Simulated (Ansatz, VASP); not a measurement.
InH3 in VASP and in Ansatz

The input INCAR:

```
PREC = Accurate
ENCUT = 600
EDIFF = 1E-7
ISMEAR = 0
SIGMA = 0.1
LREAL = F
LASPH = T
NELM = 60
ALGO = Normal
ISIF = 3
LWAVE = F
LCHARG = F
GGA = PE
IBRION = 2
NSW = 100
EDIFFG = -0.01
```

KPOINTS

```
Automatic mesh
0
Gamma
  18 18 10
```

POSCAR

```
InH3
1.0
    2.9146778464      0.0000000000      0.0000000000
   -1.4573389232      2.5241850588      0.0000000000
    0.0000000000      0.0000000000      5.3138428241
In H
1 3
Direct
    0.0000000000      0.0000000000      0.0000000000
    0.5000000000      0.0000000000      0.5000000000
    0.0000000000      0.5000000000      0.5000000000
    0.5000000000      0.5000000000      0.5000000000
```

Input for Ansatz:

```yaml
crystal:
  lattice:
    - [2.9146778464, 0.0, 0.0]
    - [-1.4573389232, 2.5241850588, 0.0]
    - [0.0, 0.0, 5.3138428241]
  atoms:
    - { symbol: In, position: [0.0, 0.0, 0.0] }
    - { symbol: H, position: [0.5, 0.0, 0.5] }
    - { symbol: H, position: [0.0, 0.5, 0.5] }
    - { symbol: H, position: [0.5, 0.5, 0.5] }
basis:
  ecutwfc: 420
kpoints:
  mp_grid: { grid: [18, 18, 10] }
hamiltonian:
  xc: pbe
scf:
  occupations: { method: gaussian, width: 0.1 }
output:
  forces: true
  stress: true
  eigenvalues: true
  write_density: true
  write_potential: true
  elf: true
  volumetric_format: npy
relax:
  adjacent_minimum: "off"
  f_tol: 0.01
  max_steps: 80
  cell: { stress_tol: 0.05 }
```

Alike in both runs: task relaxation of cell and atoms; functional PBE; k mesh 18 × 18 × 10; occupations gaussian, width 0.1 eV; no spin polarisation.

|  | VASP | Ansatz |
| --- | --- | --- |
| version | VASP 6.6.1 | Ansatz 0.2.0 |
| potentials or method | VASP PAW PBE potentials, release 64 (In_d, H), cutoff 600 eV | scalar-relativistic, plane waves, PAW |
| valence electrons in the cell | 16 | 16 |

|  | VASP | Ansatz | Ansatz less VASP |
| --- | --- | --- | --- |
| gap on the k mesh at the Fermi level, each at its own relaxed structure (eV) | none | none | - |
| relaxed volume (Å³/atom) | 9.63 | 9.63 | +0.001 |
| relaxed cell length with the largest relative difference (Å) | 4.997 | 4.999 | +0.0017 |

A gap of «none» marks a metal or a gap that the smearing closes.
